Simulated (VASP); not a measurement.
Here is a VASP 6.6.1 calculation.

INCAR

```
ALGO = Normal
EDIFF = 1E-6
ENCUT = 600
GGA = PE
GGA_COMPAT = F
ISIF = 2
ISMEAR = 0
LASPH = T
LCHARG = F
LMAXMIX = 6
LREAL = F
LWAVE = F
NBANDS = 34
NELM = 200
PREC = Accurate
SIGMA = 0.1
```

Contents of KPOINTS:

```
k-points
0
Gamma
  6 6 4
```

File POSCAR:

```
HoHgF4
1.0
    4.1235591500      0.0000000000      0.0000000000
   -2.0617795800      3.5711069800      0.0000000000
    0.0000000000      0.0000000000      6.9831733400
Ho Hg F
1 1 4
Direct
    0.0000000000      0.0000000000      0.5000000000
    0.0000000000      0.0000000000      0.0000000000
    0.0000000000      0.0000000000      0.7511812400
    0.0000000000      0.0000000000      0.2488187600
    0.3333333300      0.6666666700      0.0000000000
    0.6666666700      0.3333333300      0.0000000000
```

Potentials or basis: VASP PAW PBE potentials, release 64 (Ho_3, Hg, F), 4f in core.

Launch:

```console
$ cat potpaw_PBE.64/Ho_3/POTCAR potpaw_PBE.64/Hg/POTCAR potpaw_PBE.64/F/POTCAR > POTCAR
$ mpirun -np 1 vasp_std > vasp.out
```

**Question.** What does it give for the band gap on the k mesh?

**Answer.** Zero (an odd number of electrons rules out a gap without spin polarisation).

**Question.** What does it give for the pressure?

**Answer.** 57.4 GPa.

**Question.** Predict the largest force.

**Answer.** 2.355 eV/Å.

Forces on the atoms (eV/Å):
```
Ho   0.000  0.000  0.000
Hg   0.000  0.000  0.000
F    0.000  0.000  2.355
F    0.000  0.000 -2.355
F    0.000  0.000  0.000
F    0.000  0.000  0.000
```

Caveat: the cell stands under pressure; spin-orbit coupling is left out, which moves the levels of the heavy elements; the 4f electrons are frozen in the core, so they carry no moment and show no levels; an odd number of electrons without spin polarisation forces a metal; a magnetic or distorted state may lie lower; the run has no spin polarisation, though such a crystal can be magnetic. With open d or f shells a metallic result of PBE can be an artefact of self-interaction; +U or a hybrid may open a gap.
